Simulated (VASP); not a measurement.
Input of a VASP 6.6.1 run:

The input INCAR:

```
ALGO = Normal
EDIFF = 1E-6
ENCUT = 520
ISIF = 2
ISMEAR = -1
LASPH = T
LCHARG = F
LREAL = Auto
LWAVE = F
NBANDS = 66
NELM = 100
PREC = Accurate
SIGMA = 0.05
```

Contents of KPOINTS:

```
k-points
0
Gamma
  1 1 1
```

Contents of POSCAR:

```
H3CNO
1.0
    8.5748860000      0.0000000000      0.0000000000
    0.0000000000      8.5748860000      0.0000000000
    0.0000000000      0.0000000000      8.5748860000
N H O C
5 15 5 5
Direct
    0.5473775395      0.8496322867      0.7888151516
    0.4969395511      0.2266968914      0.4427464109
    1.0876179578      0.6870761897      0.3834919788
    0.4333352070      0.9154524037      0.1626260687
    0.1812385611      0.3245990676      0.2870125620
    0.5938971084      0.9617737192      0.7758353872
    0.6550407784      0.7981330597      0.7945178513
    0.5083332886      0.8244541094      0.6761722547
    0.6066552955      0.2689248580      0.4283438870
    0.4407988631      0.3165523133      0.4907703729
    0.5100242732      0.1290279544      0.5192138998
    1.1263006878      0.7090473273      0.2796771875
    1.1038747337      0.5822934556      0.4362040498
    0.9805028312      0.6631108565      0.3467567965
    0.3568793801      0.9349278813      0.0754762221
    0.4600994112      1.0137277627      0.2325978444
    0.5249282614      0.8721515365      0.1002578926
    0.2042476133      0.3800516998      0.1760023399
    0.2812865384      0.2659044097      0.3208789015
    0.0895522110      0.2506389006      0.2577410359
    0.7683134213     -0.0926076452      0.4496386308
    0.2711289689      0.3172053833      0.9070674526
    0.2641901012      0.8920351827      0.5495699885
    0.7739228253      0.5376398007      0.9619836345
    0.2076995543      0.7622258768      0.0422163047
    0.7795905392     -0.1498912056      0.3347099891
    0.3600397720      0.3021614515      0.8089786850
    0.1839791223      0.9354643315      0.4586183420
    0.7246277093      0.4755748356      1.0711979145
    0.2830125089      0.6779681969     -0.0273939502
```

Potentials or basis: VASP PAW LDA potentials, release 64 (N, H, O, C).

Run with:

```sh
$ cat potpaw_LDA.64/N/POTCAR potpaw_LDA.64/H/POTCAR potpaw_LDA.64/O/POTCAR potpaw_LDA.64/C/POTCAR > POTCAR
$ mpirun -np 1 vasp_gam > vasp.out
```

(1) What does it give for the pressure?

(2) Predict the band gap on the k mesh.

(3) What does it give for the largest force?

Answers

(1) 0.5 GPa.

(2) 2.76 eV.

(3) 5.429 eV/Å.

Caveat: the k points lie up to 0.73 Å⁻¹ apart.
